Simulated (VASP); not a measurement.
Write the native input for VASP 6.6.1 that does the following.

| Property | Result |
| --- | --- |
| Task | single point |
| Functional | r2SCAN |
| Potentials or basis | VASP PAW PBE potentials, release 64 (Ba_sv, Ti_sv, O) |
| Cutoff | 520 eV |
| k mesh | 6 × 6 × 6 |
| Occupations | gaussian, width 0.05 eV |
| Spin | no spin polarisation |
| Dipole correction | no |
| Further INCAR settings | ALGO = Normal; EDIFF = 1e-06; NBANDS = 28 |

The system is BaTiO3.

```
Ba Ti O
1.0
     2.84005    1.63971    2.33143
    -2.84005    1.63971    2.33143
     0.00000   -3.27941    2.33143
Ba Ti O
1 1 3
Direct
  0.95989 0.95989 0.95989
  0.51625 0.51625 0.51625
  0.48975 0.48975 0.98016
  0.48975 0.98016 0.48975
  0.98016 0.48975 0.48975
```

This cell differs from its parent crystal: atom 1 (Ba) moved +0.300 Å towards its neighbour atom 2 (Ti) at 3.403 Å.

One way to write it, as run:

POSCAR

```
BaTiO3
1.0
    2.8400536833      1.6397057586      2.3314328269
   -2.8400536833      1.6397057586      2.3314328269
    0.0000000000     -3.2794115171      2.3314328269
Ba Ti O
1 1 3
Direct
   -0.0401069743     -0.0401069743     -0.0401069743
    0.5162478494      0.5162478494      0.5162478494
    0.4897536543      0.4897536543      0.9801597377
    0.4897536543      0.9801597377      0.4897536543
    0.9801597377      0.4897536543      0.4897536543
```

INCAR.step1

```
SYSTEM = BaTiO3
  ALGO = Normal
  EDIFF = 1E-4
  ENCUT = 520
  GGA = PE
  ISMEAR = 0
  LASPH = .TRUE.
  LCHARG = .FALSE.
  LREAL = .FALSE.
  LWAVE = .TRUE.
  NBANDS = 28
  NELM = 60
  PREC = Accurate
  SIGMA = 0.05
```

INCAR.step2

```
SYSTEM = BaTiO3
  ALGO = Normal
  EDIFF = 1E-6
  ENCUT = 520
  ISIF = 2
  ISMEAR = 0
  ISTART = 1
  LASPH = .TRUE.
  LCHARG = .FALSE.
  LMIXTAU = .TRUE.
  LREAL = .FALSE.
  LWAVE = .FALSE.
  METAGGA = R2SCAN
  NBANDS = 28
  NELM = 60
  PREC = Accurate
  SIGMA = 0.05
```

KPOINTS

```
k-points
0
G
  6 6 6
  0 0 0
```

Potentials or basis: VASP PAW PBE potentials, release 64 (Ba_sv, Ti_sv, O).

Command:

```bash
$ cat potpaw_PBE.64/Ba_sv/POTCAR potpaw_PBE.64/Ti_sv/POTCAR potpaw_PBE.64/O/POTCAR > POTCAR
$ cp INCAR.step1 INCAR
$ mpirun -np 1 vasp_std > vasp.out
$ cp INCAR.step2 INCAR
$ mpirun -np 1 vasp_std > vasp.out
```

Results of the run:

```
Pressure               : 3.9 GPa
Largest force          : 2.203 eV/Å
Band gap on the k mesh : 2.80 eV, indirect (least direct gap 3.28 eV)
```

Caveat: the cell differs from its parent crystal (atom 1 (Ba) moved +0.300 Å towards its neighbour atom 2 (Ti) at 3.403 Å); the PAW data sets were made with another functional, which shifts forces and pressure a little; spin-orbit coupling is left out, which moves the levels of the heavy elements.

Wall time 5.3 min on 1 thread of AMD EPYC 7571 (shared host), peak memory 0.18 GiB.
